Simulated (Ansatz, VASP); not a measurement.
## BaRu3: VASP beside Ansatz

File INCAR:

```
SYSTEM = BaRu3
ALGO = Normal
EDIFF = 1E-6
ENCUT = 520
GGA = PS
ISIF = 2
ISMEAR = 0
LASPH = .TRUE.
LCHARG = .TRUE.
LELF = .TRUE.
LREAL = .FALSE.
LVHAR = .TRUE.
LWAVE = .FALSE.
NBANDS = 34
NELM = 60
PREC = Accurate
SIGMA = 0.05
```

File KPOINTS:

```
k-points
0
G
  8 8 8
  0 0 0
```

Contents of POSCAR:

```
BaRu3
1.0
    4.0958807031      0.0000000000      0.0000000000
    0.0000000000      4.0958807031      0.0000000000
    0.0000000000      0.0000000000      4.0958807031
Ba Ru
1 3
Direct
    0.0000000000      0.0000000000      0.0000000000
    0.0000000000      0.5000000000      0.5000000000
    0.5000000000      0.5000000000      0.0000000000
    0.5000000000      0.0000000000      0.5000000000
```

Input for Ansatz:

```yaml
crystal:
  lattice:
    - [4.0958807031, 0.0, 0.0]
    - [0.0, 4.0958807031, 0.0]
    - [0.0, 0.0, 4.0958807031]
  atoms:
    - { symbol: Ba, position: [0.0, 0.0, 0.0] }
    - { symbol: Ru, position: [0.0, 0.5, 0.5] }
    - { symbol: Ru, position: [0.5, 0.5, 0.0] }
    - { symbol: Ru, position: [0.5, 0.0, 0.5] }
basis:
  ecutwfc: 420
  ecutrho_ratio: 4
kpoints:
  mp_grid: { grid: [8, 8, 8] }
hamiltonian:
  xc: pbesol
scf:
  occupations: { method: gaussian, width: 0.05 }
output:
  forces: true
  stress: true
  eigenvalues: true
```

Alike in both runs: task single point; functional PBEsol; k mesh 8 × 8 × 8; occupations gaussian, width 0.05 eV; no spin polarisation.

|  | VASP | Ansatz |
| --- | --- | --- |
| version | VASP 6.6.1 | Ansatz 0.2.0 |
| potentials or method | VASP PAW PBE potentials, release 64 (Ba_sv, Ru_pv), cutoff 520 eV | scalar-relativistic, plane waves, PAW |
| valence electrons in the cell | 52 | 58 |

|  | VASP | Ansatz | Ansatz less VASP |
| --- | --- | --- | --- |
| gap on the k mesh at the Fermi level (eV) | none | none | - |
| pressure (GPa) | 2.7 | -2.6 | -5.26 |

VASP's potentials were made for PBE, not for PBEsol. A gap of «none» marks a metal or a gap that the smearing closes. One of these differences is far larger than is usual between the two programs; its cause wasn't traced. With one functional, cell and mesh, what is left measures potentials, basis and numerics. VASP's potentials hold 52 valence electrons a cell and Ansatz's 58, so a difference there can come from the potentials and not from the codes.

Spin-orbit coupling is off throughout.
